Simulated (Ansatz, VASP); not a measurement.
# One calculation of BaTe, two programs

```
Ba Te
1.0
     0.00000    3.43779    3.43779
     3.43779    0.00000    3.43779
     3.43779    3.43779    0.00000
Ba Te
1 1
Direct
  0.50000 0.50000 0.50000
  0.00000 0.00000 0.00000
```

Alike in both runs: task single point; functional PBE; dispersion D3(BJ); k mesh 6 × 6 × 6; occupations gaussian, width 0.05 eV; no spin polarisation.

```csv
,VASP,Ansatz
version,VASP 6.6.1,Ansatz 0.2.0
potentials or method,"VASP PAW PBE potentials, release 64 (Ba_sv, Te), cutoff 520 eV","scalar-relativistic, plane waves, PAW"
valence electrons in the cell,16,26
```

|  | VASP | Ansatz | Ansatz less VASP |
| --- | --- | --- | --- |
| gap on the k mesh at the Fermi level (eV) | 1.39 | 1.49 | +0.094 |
| least direct gap on the mesh (eV) | 1.77 | 1.83 | +0.058 |
| pressure (GPa) | 1.8 | 1.4 | -0.40 |

VASP's potentials hold 16 valence electrons a cell and Ansatz's 26, so a difference there can come from the potentials and not from the codes.

Neither program's run includes spin-orbit coupling.
